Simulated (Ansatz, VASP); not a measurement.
Ge in VASP and in Ansatz

```xyz
1
Lattice="1.3826 -2.5195 0.0000 1.3826 2.5195 0.0000 0.0000 0.0000 2.5634" Properties=species:S:1:pos:R:3 pbc="T T T"
Ge    1.3826    0.0000    0.0000
```

Change from the starting cell: strain +0.000 along x and y, -0.030 along z, atoms carried along.

Alike in both runs: task single point; functional PBEsol; k mesh 24 × 24 × 22; occupations gaussian, width 0.15 eV; no spin polarisation.

|  | VASP | Ansatz |
| --- | --- | --- |
| version | VASP 6.6.1 | Ansatz 0.2.0 |
| potentials or method | VASP PAW PBE potentials, release 64 (Ge_d), cutoff 520 eV | scalar-relativistic, plane waves, PAW |
| valence electrons in the cell | 14 | 14 |

Ansatz gave:

```
gap on the k mesh at the Fermi level (eV)                     : none
pressure (GPa)                                                : 2.6
traceless stress, the component that is largest in VASP (GPa) : 4.32
```

Problem. Estimate VASP's values.

Solution. gap on the k mesh at the Fermi level (eV): none; pressure (GPa): 2.5; traceless stress, the component that is largest in VASP (GPa): 4.27.

VASP's potentials were made for PBE, not for PBEsol. A gap of «none» marks a metal or a gap that the smearing closes. The functional is the same, so the differences come from potentials, cutoffs and numerics.
